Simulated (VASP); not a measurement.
# LiPb (Pm-3m) in VASP: further runs, part 2 of 2

VASP 6.6.1.

## (4) Vibrations by perturbation theory, LDA

This run uses another cell than the first one, of 19.89 Å³/atom, 0.956 times its volume.

Contents of INCAR:

```
PREC = Accurate
ENCUT = 520
EDIFF = 1E-8
ISMEAR = -1
SIGMA = 0.15
LREAL = F
LASPH = T
NELM = 60
ALGO = Normal
ISIF = 2
LWAVE = F
LCHARG = T
GGA = CA
IBRION = 8
NSW = 1
```

Contents of KPOINTS:

```
Automatic mesh
0
Gamma
  12 12 12
```

Contents of POSCAR:

```
LiPb
1.0
    3.4135882508      0.0000000000      0.0000000000
    0.0000000000      3.4135882508      0.0000000000
    0.0000000000      0.0000000000      3.4135882508
Li Pb
1 1
Direct
    0.5000000000      0.5000000000      0.5000000000
    0.0000000000      0.0000000000      0.0000000000
```

Potentials or basis: VASP PAW LDA potentials, release 64 (Li_sv, Pb_d).

Command:

```
$ cat potpaw_LDA.64/Li_sv/POTCAR potpaw_LDA.64/Pb_d/POTCAR > POTCAR
$ mpirun -np 1 vasp_std > vasp.out
```

OUTCAR:

```text
PREC = Accurate
   ENCUT = 520
   EDIFF = 1E-8
   ISMEAR = -1
   LREAL = F
   LASPH = T
   NELM = 60
   ISIF = 2
   GGA = CA
   IBRION = 8
   NSW = 1

 ion  position               nearest neighbor table
   1  0.500  0.500  0.500-   2 2.96   2 2.96   2 2.96   2 2.96   2 2.96   2 2.96   2 2.96   2 2.96

   2  0.000  0.000  0.000-   1 2.96   1 2.96   1 2.96   1 2.96   1 2.96   1 2.96   1 2.96   1 2.96

  LATTYP: Found a simple cubic cell.
 ALAT       =     3.4135882508

  Lattice vectors:

 A1 = (   3.4135882508,   0.0000000000,   0.0000000000)
 A2 = (   0.0000000000,   3.4135882508,   0.0000000000)
 A3 = (   0.0000000000,   0.0000000000,   3.4135882508)

Analysis of symmetry for initial positions (statically):
=====================================================================
 Subroutine PRICEL returns:
 Original cell was already a primitive cell.

 Routine SETGRP: Setting up the symmetry group for a
 simple cubic supercell.

 Subroutine GETGRP returns: Found 48 space group operations
 (whereof 48 operations were pure point group operations)
 out of a pool of 48 trial point group operations.

The static configuration has the point symmetry O_h .

Analysis of symmetry for dynamics (positions and initial velocities):
=====================================================================
 Subroutine PRICEL returns:
 Original cell was already a primitive cell.

 Routine SETGRP: Setting up the symmetry group for a
 simple cubic supercell.

 Subroutine GETGRP returns: Found 48 space group operations
 (whereof 48 operations were pure point group operations)
[... 545 lines left out ...]
    total drift:                                0.000000      0.000000      0.000000

  FREE ENERGIE OF THE ION-ELECTRON SYSTEM (eV)
  ---------------------------------------------------
  free  energy   TOTEN  =        -6.9662920488 eV

  energy  without entropy=       -6.9126532656  energy(sigma->0) =       -6.93947266

[... ionic steps 2 to 3 ...]

--------------------------------------- Ionic step        4  -------------------------------------------

------------------------ aborting loop because EDIFF is reached ----------------------------------------

[... ionic steps 5 to 6 ...]

--------------------------------------- Ionic step        7  -------------------------------------------

 Free energy of the ion-electron system (eV)
  ---------------------------------------------------
  ---------------------------------------------------
  free energy    TOTEN  =        -0.32970512 eV

  energy without entropy =       -0.32970512

------------------------ aborting loop because EDIFF is reached ----------------------------------------

 INTERNAL STRAIN TENSOR  FOR ION    2  DIRECTION 1   (eV/Angst):
 -----------------------------------------------------------------------------
    -0.01467 -0.00000 -0.00000
     0.00000  0.00456  0.00000
     0.00000  0.00000  0.00456

 INTERNAL STRAIN TENSOR FOR ION    2 for displacements in x,y,z  (eV/Angst):
          X           Y           Z          XY          YZ          ZX
  --------------------------------------------------------------------------------
  x     0.00000     0.00000     0.00000     0.00000     0.00000     0.00000
  y     0.00000     0.00000     0.00000     0.00000     0.00000     0.00000
  z     0.00000     0.00000     0.00000     0.00000     0.00000     0.00000

 SECOND DERIVATIVES (NOT SYMMETRIZED)
 ------------------------------------
               1X          1Y          1Z          2X          2Y          2Z
  1X    -1.905756   -0.000000   -0.000000    1.905756    0.000000    0.000000
  1Y    -0.000000   -1.905756   -0.000000    0.000000    1.905756    0.000000
  1Z    -0.000000   -0.000000   -1.905756    0.000000    0.000000    1.905756
  2X     1.845059    0.000000   -0.000000   -1.845059   -0.000000    0.000000
  2Y     0.000000    1.845059   -0.000000   -0.000000   -1.845059    0.000000
  2Z    -0.000000    0.000000    1.845059    0.000000   -0.000000   -1.845059

 Eigenvectors and eigenvalues of the dynamical matrix
 ----------------------------------------------------

   1 f  =    8.283724 THz    52.048175 2PiTHz  276.315304 cm-1    34.258716 meV
             X         Y         Z           dx          dy          dz
      1.706794  1.706794  1.706794     0.984011    0.000000    0.000000
      0.000000  0.000000  0.000000    -0.178110   -0.000000    0.000000
[... 21 lines left out ...]
   6 f/i=    0.023494 THz     0.147618 2PiTHz    0.783677 cm-1     0.097164 meV
             X         Y         Z           dx          dy          dz
      1.706794  1.706794  1.706794     0.099107   -0.140232    0.047287
      0.000000  0.000000  0.000000     0.547537   -0.774745    0.261248

--------------------------------------------------------------------------------------------------------

 ELASTIC MODULI CONTR FROM IONIC RELAXATION (kBar)
 Direction    XX          YY          ZZ          XY          YZ          ZX
 --------------------------------------------------------------------------------
 XX           0.0000      0.0000      0.0000      0.0000      0.0000      0.0000
 YY           0.0000      0.0000      0.0000      0.0000      0.0000      0.0000
 ZZ           0.0000      0.0000      0.0000      0.0000      0.0000      0.0000
 XY           0.0000      0.0000      0.0000      0.0000      0.0000      0.0000
 YZ           0.0000      0.0000      0.0000      0.0000      0.0000      0.0000
 ZX           0.0000      0.0000      0.0000      0.0000      0.0000      0.0000
 --------------------------------------------------------------------------------
```

stdout:

```text
POSCAR found type information on POSCAR LiPb
 POSCAR found :  2 types and       2 ions
 scaLAPACK will be used
 LDA part: xc-table for (Slater(with rela. corr.)+CA(PZ))
 , standard interpolation
 POSCAR, INCAR and KPOINTS ok, starting setup
 FFT: planning ... GRIDC
 FFT: planning ... GRID_SOFT
 FFT: planning ... GRID
 WAVECAR not read
 entering main loop
 Linear response reoptimize wavefunctions to high precision
 Linear response DOF=           2
 Linear response progress:
 first order change of Fermi-energy   0.21565E-03
 force on displaced ion       1 direction 1 :  -1.906  -0.000   0.000
 Linear response progress:
 first order change of Fermi-energy  -0.39104E-03
 force on displaced ion       2 direction 1 :  -1.845  -0.000   0.000
 Linear response finished
```

Wall time 8.5 min (1 thread of Oxide Virtual Turin-like, shared host); peak memory 0.32 GiB.

Results:

| Item | Value |
| --- | --- |
| Highest phonon frequency at Γ, LO-TO splitting left out | 276 cm⁻¹ |

Phonon frequencies in cm⁻¹ (negative: imaginary):
```
              q point           frequencies
(0.000, 0.000, 0.000)  -1 -1 -1 276 276 276
```

Caveat: the cell wasn't relaxed at this level first, which shifts response properties; the cutoff is under 1.25 times the usual one of these potentials, so pressure, stress and relaxed cells hold a basis-set (Pulay) error; spin-orbit coupling is left out, which moves the levels of the heavy elements.
